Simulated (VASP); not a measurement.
# Rh in VASP: notebook, part 2 of 2

VASP 6.6.1. The steps go on from the part before.

### 4 Single point, PBE

The input, INCAR:

```
  PREC = Accurate
  ENCUT = 520
  EDIFF = 1E-6
  ISMEAR = -1
  SIGMA = 0.1
  LREAL = Auto
  LASPH = True
  NELM = 100
  ALGO = Normal
  ISIF = 2
  LWAVE = False
  LCHARG = False
  GGA = PE
  NBANDS = 150
```

The input, KPOINTS:

```
regular mesh
0
Gamma
  1 2 1
```

The input, POSCAR:

```
Rh
1.0
   11.4000000000      0.0000000000      0.0000000000
    0.0000000000      5.3740120000      0.0000000000
    0.0000000000      0.0000000000     13.6870060000
Rh
18
Direct
    0.0000000000      0.0000000000      0.0730619976
    0.3333333333      0.0000000000      0.0730619976
    0.6666666667      0.0000000000      0.0730619976
    0.0000000000      0.4999988835      0.0730619976
    0.3333333333      0.4999988835      0.0730619976
    0.6666666667      0.4999988835      0.0730619976
    0.1581754386      0.2523998830      0.1708189505
    0.4997543860      0.2774277393      0.1751149959
    0.8278333333      0.2517486005      0.1670927886
    0.1641403509      0.7731467663      0.1677649590
    0.4978771930      0.7468907773      0.1557827914
    0.8234736842      0.7462208867      0.1586833527
   -0.0176140351      0.0082805919      0.2607071262
    0.3263947368      0.0445291153      0.2570321077
    0.6468859649     -0.0396910167      0.2579673012
   -0.0058771930      0.5021946360      0.2554174375
    0.3291842105      0.5515618499      0.2616204011
    0.6570526316      0.4929650325      0.2649958654
```

Potentials or basis: VASP PAW PBE potentials, release 64 (Rh_pv).

On the command line:

```sh
$ cat potpaw_PBE.64/Rh_pv/POTCAR > POTCAR
$ mpirun -np 1 vasp_std > vasp.out
```

OUTCAR:

```text
PREC = Accurate
   ENCUT = 520
   EDIFF = 1E-6
   ISMEAR = -1
   LREAL = Auto
   LASPH = True
   NELM = 100
   ISIF = 2
   GGA = PE

 ion  position               nearest neighbor table
   1  0.000  0.000  0.073-  13 2.58  10 2.58   7 2.62   4 2.69   4 2.69  12 2.70   9 2.71
   2  0.333  0.000  0.073-  14 2.53  11 2.58  10 2.62   5 2.69   5 2.69   7 2.76   8 2.79
   3  0.667  0.000  0.073-  12 2.54  15 2.55  11 2.61   9 2.62   6 2.69   6 2.69   8 2.79
   4  0.000  0.500  0.073-  16 2.50   7 2.61  12 2.68   1 2.69   1 2.69   9 2.70  10 2.71
   5  0.333  0.500  0.073-  11 2.56  17 2.60   8 2.64   2 2.69   2 2.69   7 2.75  10 2.75
   6  0.667  0.500  0.073-  12 2.51  11 2.60   9 2.61  18 2.63   8 2.65   3 2.69   3 2.69
   7  0.158  0.252  0.171-  14 2.51  10 2.58  16 2.58   4 2.61   1 2.62  13 2.69   5 2.75   2 2.76
                            10 2.80  17 2.82
   8  0.500  0.277  0.175-  18 2.46  11 2.54  14 2.59   5 2.64   6 2.65  15 2.65  17 2.71   2 2.79
                             3 2.79  11 2.86
   9  0.828  0.252  0.167-  13 2.54   6 2.61   3 2.62  16 2.62  12 2.66  18 2.70   4 2.70   1 2.71
                            12 2.72  15 2.87
  10  0.164  0.773  0.168-  17 2.57   7 2.58   1 2.58   2 2.62  14 2.65  16 2.70   4 2.71  13 2.74
                             5 2.75   7 2.80
  11  0.498  0.747  0.156-  15 2.48   8 2.54   5 2.56   2 2.58   6 2.60   3 2.61  17 2.63  18 2.72
                             8 2.86  14 2.88
  12  0.823  0.746  0.159-   6 2.51   3 2.54   9 2.66   4 2.68  13 2.69  15 2.69  16 2.69   1 2.70
                             9 2.72  18 2.75
  13  0.982  0.008  0.261-   9 2.54   1 2.58  16 2.66  12 2.69   7 2.69  16 2.72  10 2.74
  14  0.326  0.045  0.257-   7 2.51   2 2.53   8 2.59  17 2.65  10 2.65  17 2.73  11 2.88
  15  0.647  0.960  0.258-  11 2.48  18 2.52   3 2.55   8 2.65  12 2.69  18 2.87   9 2.87
  16  0.994  0.502  0.255-   4 2.50   7 2.58   9 2.62  13 2.66  12 2.69  10 2.70  13 2.72
  17  0.329  0.552  0.262-  10 2.57   5 2.60  11 2.63  14 2.65   8 2.71  14 2.73   7 2.82
  18  0.657  0.493  0.265-   8 2.46  15 2.52   6 2.63   9 2.70  11 2.72  12 2.75  15 2.87

  LATTYP: Found a simple orthorhombic cell.
 ALAT       =     5.3740120000
 B/A-ratio  =     2.1213201608
 C/A-ratio  =     2.5468878745

  Lattice vectors:

 A1 = (   0.0000000000,  -5.3740120000,   0.0000000000)
 A2 = (  11.4000000000,   0.0000000000,   0.0000000000)
 A3 = (   0.0000000000,   0.0000000000,  13.6870060000)

Analysis of symmetry for initial positions (statically):
=====================================================================
 Subroutine PRICEL returns:
 Original cell was already a primitive cell.

 Routine SETGRP: Setting up the symmetry group for a
 simple orthorhombic supercell.

 Subroutine GETGRP returns: Found  1 space group operations
 (whereof  1 operations were pure point group operations)
 out of a pool of  8 trial point group operations.

The static configuration has the point symmetry C_1 .

Analysis of symmetry for dynamics (positions and initial velocities):
=====================================================================
 Subroutine PRICEL returns:
 Original cell was already a primitive cell.

 Routine SETGRP: Setting up the symmetry group for a
 simple orthorhombic supercell.

 Subroutine GETGRP returns: Found  1 space group operations
 (whereof  1 operations were pure point group operations)
 out of a pool of  8 trial point group operations.

The dynamic configuration has the point symmetry C_1 .

 Subroutine INISYM returns: Found  1 space group operations
[... 94 lines left out ...]
   NGX,Y,Z   is equivalent  to a cutoff of  13.12, 12.37, 13.12 a.u.
   NGXF,Y,Z  is equivalent  to a cutoff of  26.25, 24.75, 26.24 a.u.
 SYSTEM =  unknown system
   PREC   = accura    normal or accurate (medium, high low for compatibility)
   ISTART =      0    job   : 0-new  1-cont  2-samecut
   ICHARG =      2    charge: 1-file 2-atom 10-const
   ISPIN  =      1    spin polarized calculation?
   LNONCOLLINEAR =      F non collinear calculations
   LSORBIT =      F    spin-orbit coupling
   LASPH  =      T    aspherical Exc in radial PAW
   ENCUT  =  520.0 eV  38.22 Ry    6.18 a.u.  21.20  9.99 25.45*2*pi/ulx,y,z
   NELM   =    100;   NELMIN=  2; NELMDL= -5     # of ELM steps
   EDIFF  = 0.1E-05   stopping-criterion for ELM
   LREAL  =      T    real-space projection
   EDIFFG = 0.1E-04   stopping-criterion for IOM
   NSW    =      0    number of steps for IOM
   IBRION =     -1    ionic relax: 0-MD 1-quasi-New 2-CG
   NFREE  =      0    steps in history (QN), initial steepest desc. (CG)
   ISIF   =      2    stress and relaxation
   ISYM   =      2    0-nonsym 1-usesym 2-fastsym
   POTIM  = 0.5000    time-step for ionic-motion
   TEBEG  =    0.0;   TEEND  =   0.0 temperature during run
   PSTRESS=    0.0 pullay stress
   NELECT =     270.0000    total number of electrons
   NUPDOWN=      -1.0000    fix difference up-down
   EMIN   =  10.00;   EMAX   =-10.00  energy-range for DOS
   EFERMI =   0.00;   METHOD = LEGACY
   ISMEAR =    -1;   SIGMA  =   0.10  broadening in eV -4-tet -1-fermi 0-gaus
   EFERMI_NEDOS =   21; number of points for ismear=-14 and -15
   IALGO  =     38    algorithm
   IMIX   =      4    mixing-type and parameters
     AMIX     =   0.40;   BMIX     =  1.00
     AMIX_MAG =   1.60;   BMIX_MAG =  1.00
  volume/ion in A,a.u.               =      46.58       314.37
  Fermi-wavevector in a.u.,A,eV,Ry     =   1.122084  2.120432 17.130727  1.259073
  Thomas-Fermi vector in A             =   2.258742
   LORBIT       =      0    0 simple, 1 ext, 2 COOP (PROOUT), +10 PAW based schemes
   GGA     = PE    functional components
   LHFCALC =     F    Hartree Fock is set to
   AEXX    =    0.0000 exact exchange contribution
   IVDW    =     0    specifies the selected vdW correction
   LEPSILON=     F    determine dielectric tensor
   LRPA    =     F    only Hartree local field effects (RPA)
 non-spin polarized calculation
  energy-cutoff  :      520.00
  volume of cell :      838.52
 maximum number of plane-waves:     22584
 NGX is ok and might be reduce to    90
   NGX = 43   NGY = 19   NGZ = 51

 number of electron     270.0000007 magnetization

 Free energy of the ion-electron system (eV)
  ---------------------------------------------------
  ext. energy  EPLUGINS =         0.00000000
  ---------------------------------------------------
  free energy    TOTEN  =      -113.29365622 eV

  energy without entropy =     -111.99878813  energy(sigma->0) =     -112.64622218

 E-fermi :   0.4046     XC(G=0):  -5.6056

 val. band max:        0.3809266361   @ k =   0.0000   0.5000   0.0000
 cond. band min:       0.4288918321   @ k =   0.0000   0.5000   0.0000
 fundamental gap:      0.0479651959
 Fermi energy:         0.4046076406

 k-point     1 :       0.0000    0.0000    0.0000
  band No.  band energies     occupation
      1     -46.7269      2.00000
      2     -46.6145      2.00000
      3     -46.5880      2.00000
      4     -46.5683      2.00000
      5     -46.4830      2.00000
      6     -46.4595      2.00000
[... 139 lines left out ...]
    146       1.0373      0.00357
    147       1.0685      0.00261

 k-point     2 :       0.0000    0.5000    0.0000
  band No.  band energies     occupation
      1     -46.6492      2.00000
      2     -46.5578      2.00000
      3     -46.5139      2.00000
      4     -46.4564      2.00000
      5     -46.4397      2.00000
      6     -46.4150      2.00000
[... 139 lines left out ...]
    146       0.6645      0.13838
    147       0.6966      0.10233
 [bands above 147 left out]

------------------------ aborting loop because EDIFF is reached ----------------------------------------

  FORCE on cell =-STRESS in cart. coord.  units (eV):
  Direction    XX          YY          ZZ          XY          YZ          ZX
  --------------------------------------------------------------------------------------
  -------------------------------------------------------------------------------------
  Total       -6.3876291    -18.8592346     -1.4283828     -0.0961837     -1.2258157      6.4133045
  in kB      -12.2050154    -36.0348487     -2.7292495     -0.1837809     -2.3421991     12.2540742
  external PRESSURE =     -16.9897045 kB  Pullay stress =       0.0000000 kB

 VOLUME and BASIS-vectors are now :
 -----------------------------------------------------------------------------
  energy-cutoff  :      520.00
  volume of cell :      838.52
      direct lattice vectors                 reciprocal lattice vectors
    11.400000000  0.000000000  0.000000000     0.087719298  0.000000000  0.000000000
     0.000000000  5.374012000  0.000000000     0.000000000  0.186080716  0.000000000
     0.000000000  0.000000000 13.687006000     0.000000000  0.000000000  0.073061998

 POSITION                                       TOTAL-FORCE (eV/Angst)
 -----------------------------------------------------------------------------------
      0.00000      0.00000      1.00000        -0.455384      0.031647      0.289602
      3.80000      0.00000      1.00000        -0.078776      0.481362      0.147291
      7.60000      0.00000      1.00000        -0.513714      0.230567     -0.118558
      0.00000      2.68700      1.00000        -0.227510      0.206410     -0.041165
      3.80000      2.68700      1.00000        -0.590001      0.121405      0.381782
      7.60000      2.68700      1.00000        -0.375628     -0.290007     -0.063955
[... 10 lines left out ...]
      3.75270      2.96410      3.58080        -0.002592     -0.756912     -0.453514
      7.49040      2.64920      3.62700         0.569947     -0.303406     -0.593395
 -----------------------------------------------------------------------------------
    total drift:                               -0.002141      0.002284      0.013137

  FREE ENERGIE OF THE ION-ELECTRON SYSTEM (eV)
  ---------------------------------------------------
  free  energy   TOTEN  =      -113.2936562174 eV

  energy  without entropy=     -111.9987881330  energy(sigma->0) =     -112.64622218
```

Wall time 15 min (1 thread of Intel Xeon Platinum 8259CL at 2.50GHz (Skylake/Cascade Lake), shared host); peak memory 0.79 GiB.

Results:

- Free energy: -113.2937 eV
- Largest force: 2.140 eV/Å
- Band gap on the k mesh: zero (bands 135 and 136 overlap by 0.26 eV)

Forces on the atoms (eV/Å):
```
Rh  -0.455  0.032  0.290
Rh  -0.079  0.481  0.147
Rh  -0.514  0.231 -0.119
Rh  -0.228  0.206 -0.041
Rh  -0.590  0.121  0.382
Rh  -0.376 -0.290 -0.064
Rh   0.464  1.040  0.000
Rh  -0.814 -1.866 -0.349
Rh  -0.407 -0.178  0.055
Rh  -0.293 -1.112 -0.189
Rh  -0.520  0.867 -0.212
Rh   0.973  0.301  0.396
Rh   0.880 -0.389 -0.435
Rh   0.565 -0.467  0.189
Rh   1.201  1.680  0.559
Rh  -0.376  0.404  0.438
Rh  -0.003 -0.757 -0.454
Rh   0.570 -0.303 -0.593
```

Caveat: the k points lie up to 0.58 Å⁻¹ apart; there is no dipole correction, which matters where the two faces differ.

### 5 Single point, PBE

The input, INCAR:

```
  ALGO = Normal
  EDIFF = 1E-6
  ENCUT = 520
  GGA = PE
  ISIF = 2
  ISMEAR = -1
  LASPH = T
  LCHARG = F
  LREAL = Auto
  LWAVE = F
  NBANDS = 150
  NELM = 80
  PREC = Accurate
  SIGMA = 0.1
```

The input, KPOINTS:

```
k-points
0
Gamma
  1 2 1
```

The input, POSCAR:

```
Rh
1.0
   11.4000000000      0.0000000000      0.0000000000
    0.0000000000      5.3740120000      0.0000000000
    0.0000000000      0.0000000000     13.6870060000
Rh
18
Direct
    0.0000000000      0.0000000000      0.0730619976
    0.3333333333      0.0000000000      0.0730619976
    0.6666666667      0.0000000000      0.0730619976
    0.0000000000      0.4999988835      0.0730619976
    0.3333333333      0.4999988835      0.0730619976
    0.6666666667      0.4999988835      0.0730619976
    0.1621315789      0.2638438470      0.1552713574
    0.5023157895      0.2207103371      0.1667640096
    0.8390964912      0.2314471944      0.1674434862
    0.1721666667      0.7619819234      0.1590632751
    0.5033245614      0.7279477604      0.1704901715
    0.8287456140      0.7367121622      0.1750930773
    0.0108333333     -0.0157424286      0.2462554630
    0.3387631579     -0.0044473291      0.2629939667
    0.6687631579     -0.0264606778      0.2696499147
    0.0013070175      0.4633409825      0.2567763907
    0.3261491228      0.5121871704      0.2556439297
    0.6620438596      0.4673603260      0.2574120301
```

On the command line:

```sh
$ cat potpaw_PBE.64/Rh_pv/POTCAR > POTCAR
$ mpirun -np 1 vasp_std > vasp.out
```

It took 23 min on 1 thread of Oxide Virtual Turin-like, shared host; peak memory 0.76 GiB.

The run converged. Its results:

| Property | Result |
| --- | --- |
| Free energy | -113.3158 eV |
| Largest force | 2.567 eV/Å |
| Band gap on the k mesh | zero (bands 135 and 136 overlap by 0.34 eV) |

Forces on the atoms (eV/Å):
```
Rh  -0.244 -0.349 -1.726
Rh   0.340  0.222  0.163
Rh   0.299 -0.421  0.645
Rh  -0.538  0.411 -0.280
Rh   0.592 -0.150 -0.267
Rh   0.158 -0.443  0.083
Rh   1.495 -0.882  0.076
Rh  -0.232  1.045 -0.039
Rh  -1.445  0.347  0.003
Rh  -0.463 -0.746  0.060
Rh  -0.257  0.604 -0.032
Rh   0.555 -0.195 -0.256
Rh  -0.791 -0.366  2.415
Rh  -0.573  0.231 -0.893
Rh  -0.345  0.097 -1.215
Rh   0.218  1.228  0.161
Rh   0.511 -0.832  0.454
Rh   0.720  0.198  0.648
```

Levels at points of the mesh, in eV from the Fermi level:
```
           k point  band 132  band 133  band 134  band 135  band 136  band 137
(0.00, 0.00, 0.00)     -0.03      0.13      0.15      0.18      0.19      0.24
(0.00, 0.50, 0.00)     -0.47     -0.40     -0.37     -0.19     -0.16     -0.05
```

Caveat: the k points lie up to 0.58 Å⁻¹ apart; there is no dipole correction, which matters where the two faces differ.

### 6 Overview

| cell | gap on the mesh (eV) | largest force (eV/Å) |
| --- | --- | --- |
| as given, atomic positions A | none | 3.02 |
| as given, atomic positions B | none | 2.90 |
| as given, atomic positions C | none | 2.14 |
| as given, atomic positions D | none | 2.57 |

Alike in all rows: task single point; level PBE; potentials or basis VASP PAW PBE potentials, release 64 (Rh_pv); no spin polarisation; k mesh 1 × 2 × 1; cutoff (eV) 520; smearing fermi-dirac 0.1 eV.

Caveats: all runs use coarse meshes; there is no dipole correction, which matters where the two faces differ; the atoms stand as in a frame of molecular dynamics (at least some runs).

Total energies depend on the potentials used, so only differences within one code and one set of settings carry meaning.

The gap in the log of VASP goes by the Fermi energy; the results here count the filled bands.